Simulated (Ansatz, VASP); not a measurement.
**Two plane-wave programs on AlBN**

File POSCAR:

```
AlBN
1.0
    2.6456200000      0.0000000000      0.0000000000
    0.0000000000      2.6456200000      0.0000000000
    0.0000000000      0.0000000000      5.4026400000
Al B N
1 1 1
Direct
    0.5000000000      0.5000000000      0.0000000000
    0.5000000000      0.5000000000      0.5000000000
    0.0000000000      0.0000000000      0.0000000000
```

The input INCAR.step1:

```
SYSTEM = AlBN
  PREC = Accurate
  ENCUT = 520
  EDIFF = 1E-5
  ISMEAR = -1
  SIGMA = 0.05
  LREAL = .FALSE.
  LASPH = .TRUE.
  NELM = 60
  ALGO = Normal
  ISIF = 2
  LWAVE = .TRUE.
  LCHARG = .FALSE.
  NBANDS = 12
  GGA = PE
```

INCAR.step2

```
SYSTEM = AlBN
  PREC = Accurate
  ENCUT = 520
  EDIFF = 1E-6
  ISMEAR = -1
  SIGMA = 0.05
  LREAL = .FALSE.
  LASPH = .TRUE.
  NELM = 60
  ALGO = Normal
  ISIF = 2
  LWAVE = .FALSE.
  LCHARG = .FALSE.
  GGA = PE
  LHFCALC = .TRUE.
  AEXX = 0.1
  HFSCREEN = 0.2
  PRECFOCK = Normal
  NBANDS = 12
  ISTART = 1
```

Contents of KPOINTS:

```
regular mesh
0
G
  5 5 3
  0 0 0
```

Contents of input:

```
crystal:
  lattice:
    - [2.64562, 0.0, 0.0]
    - [0.0, 2.64562, 0.0]
    - [0.0, 0.0, 5.40264]
  atoms:
    - { symbol: Al, position: [0.5, 0.5, 0.0] }
    - { symbol: B, position: [0.5, 0.5, 0.5] }
    - { symbol: "N", position: [0.0, 0.0, 0.0] }
hamiltonian:
  xc: { exchange: pbe, correlation: pbe, exx: { coeff: 0.1, omega: 0.2 } }
  pseudopotentials: { kind: paw }
kpoints:
  mp_grid: { grid: [5, 5, 3] }
scf:
  occupations: { method: fermi_dirac, width: 0.05 }
output:
  forces: true
  stress: true
  eigenvalues: true
```

Alike in both runs: task single point; functional PBE-based screened hybrid; k mesh 5 × 5 × 3; occupations fermi-dirac, width 0.05 eV; no spin polarisation.

|  | VASP | Ansatz |
| --- | --- | --- |
| version | VASP 6.6.1 | Ansatz 0.2.0 |
| potentials or method | VASP PAW PBE potentials, release 64 (Al, B, N) | Ansatz PAW |
| plane-wave cutoff (eV) | 520 | 420 |
| valence electrons in the cell | 11 | 11 |

Ansatz gave:

| Property | Result |
| --- | --- |
| gap on the k mesh at the Fermi level (eV) | none |
| pressure (GPa) | -1.0 |
| traceless stress, the component that is largest in VASP (GPa) | 2.13 |

**Question.** Which values does VASP return?

**Answer.** gap on the k mesh at the Fermi level (eV): none; pressure (GPa): -1.1; traceless stress, the component that is largest in VASP (GPa): 2.08.

VASP's potentials were made for PBE, not for PBE-based screened hybrid. A gap of «none» marks a metal or a gap that the smearing closes. The functional is the same, so the differences come from potentials, cutoffs and numerics.

The k mesh is coarse, so the values compare programs but aren't converged.
